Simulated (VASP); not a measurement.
A run of VASP 6.6.1 is set up as follows.

Contents of INCAR:

```
SYSTEM = Sr
PREC = Accurate
ENCUT = 520
EDIFF = 1E-6
ISMEAR = 1
SIGMA = 0.02
LREAL = .FALSE.
LASPH = .TRUE.
NELM = 80
ALGO = Normal
ISIF = 2
LWAVE = .FALSE.
LCHARG = .FALSE.
GGA = PS
NBANDS = 28
```

KPOINTS

```
Automatic mesh
0
G
  4 4 4
  0 0 0
```

POSCAR

```
Sr
1.0
   -4.1212020267      4.1212020267      3.5447292584
    4.1212020267     -4.1212020267      3.5447292584
    4.1212020267      4.1212020267     -3.5447292584
Sr
4
Direct
    0.1645500000      0.6645500000      0.8291000000
    0.8354500000      0.3354500000      0.1709000000
    0.6645500000      0.8354500000      0.5000000000
    0.3354500000      0.1645500000      0.5000000000
```

Potentials or basis: VASP PAW PBE potentials, release 64 (Sr_sv).

Launch:

```sh
$ cat potpaw_PBE.64/Sr_sv/POTCAR > POTCAR
$ mpirun -np 1 vasp_std > vasp.out
```

**Question.** Estimate the pressure.

**Answer.** -0.6 GPa.

**Question.** Estimate the band gap on the k mesh.

**Answer.** Zero (bands 20 and 21 overlap by 0.60 eV).

**Question.** Estimate the largest force.

**Answer.** 0.121 eV/Å.

Forces in eV/Å, atoms in the order of the input:
```
Sr   0.086  0.086  0.000
Sr  -0.086 -0.086  0.000
Sr  -0.086  0.086  0.000
Sr   0.086 -0.086  0.000
```

Caveat: the PAW data sets were made with another functional, which shifts forces and pressure a little.
